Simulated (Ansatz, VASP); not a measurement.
## Two plane-wave programs on WC

INCAR

```
PREC = Accurate ; ENCUT = 520
EDIFF = 1E-6 ; ISMEAR = 0
SIGMA = 0.15 ; LREAL = F
LASPH = T ; NELM = 100
ALGO = Normal ; ISIF = 2
LWAVE = F ; LCHARG = T
GGA = PE ; LELF = T
LVHAR = T ; NBANDS = 16
```

Contents of KPOINTS:

```
regular mesh
0
Gamma
  18 18 16
```

POSCAR

```
WC
1.0
    2.9005014360      0.0000000000      0.0000000000
   -1.4502507180      2.5119079273      0.0000000000
    0.0000000000      0.0000000000      2.8290000000
W C
1 1
Direct
    0.0000000000      0.0000000000      0.0000000000
    0.6666666667      0.3333333333      0.4469777306
```

Input for Ansatz:

```yaml
crystal:
  lattice:
    - [2.900501436, 0.0, 0.0]
    - [-1.450250718, 2.5119079273, 0.0]
    - [0.0, 0.0, 2.829]
  atoms:
    - { symbol: W, position: [0.0, 0.0, 0.0] }
    - { symbol: C, position: [0.6666666667, 0.3333333333, 0.4469777306] }
basis:
  ecutwfc: 420
kpoints:
  mp_grid: { grid: [18, 18, 16] }
hamiltonian:
  xc: pbe
scf:
  occupations: { method: gaussian, width: 0.15 }
output:
  forces: true
  stress: true
  eigenvalues: true
  write_density: true
  write_potential: true
  elf: true
  volumetric_format: npy
```

Alike in both runs: task single point; functional PBE; k mesh 18 × 18 × 16; occupations gaussian, width 0.15 eV; no spin polarisation.

```csv
,VASP,Ansatz
version,VASP 6.6.1,Ansatz 0.2.0
potentials or method,"VASP PAW PBE potentials, release 64 (W_sv, C), cutoff 520 eV","scalar-relativistic, plane waves, PAW"
valence electrons in the cell,18,18
```

|  | VASP | Ansatz | Ansatz less VASP |
| --- | --- | --- | --- |
| gap on the k mesh at the Fermi level (eV) | none | none | - |
| pressure (GPa) | 14.8 | 13.6 | -1.21 |
| traceless stress, the component that is largest in VASP (GPa) | 1.80 | 1.61 | -0.181 |
| rms of the force components (eV/Å) | 1.327 | 1.317 | -0.0102 |

Atom by atom the forces differ by 0.010 eV/Å (rms over components). A gap of «none» marks a metal or a gap that the smearing closes.

Neither program's run includes spin-orbit coupling.
